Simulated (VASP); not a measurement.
A run of VASP 6.6.1 is set up as follows.

The input INCAR:

```
SYSTEM = SiNi3
  PREC = Accurate
  ENCUT = 520
  EDIFF = 1E-7
  ISMEAR = 0
  SIGMA = 0.2
  LREAL = .False.
  LASPH = .True.
  NELM = 150
  ALGO = Normal
  ISIF = 2
  LWAVE = .False.
  LCHARG = .False.
  ISPIN = 2
  MAGMOM = 0 1 1 1
  LORBIT = 11
  LMAXMIX = 4
  GGA = PE
  NBANDS = 29
```

KPOINTS

```
Automatic mesh
0
Gamma
  6 6 6
  0 0 0
```

File POSCAR:

```
SiNi3
1.0
    3.5067565746      0.0000000000      0.0000000000
    0.0000000000      3.5067565746      0.0000000000
    0.0000000000      0.0000000000      3.5067565746
Si Ni
1 3
Direct
    0.0000000000      0.0000000000      0.0000000000
    0.0000000000      0.5000000000      0.5000000000
    0.5000000000      0.0000000000      0.5000000000
    0.5000000000      0.5000000000      0.0000000000
```

Potentials or basis: VASP PAW PBE potentials, release 64 (Si, Ni).

Command:

```sh
$ cat potpaw_PBE.64/Si/POTCAR potpaw_PBE.64/Ni/POTCAR > POTCAR
$ mpirun -np 1 vasp_std > vasp.out
```

Problem. Estimate the pressure.

Solution. 0.0 GPa.

Problem. What does it give for the net moment?

Solution. 0.00 μB per cell.
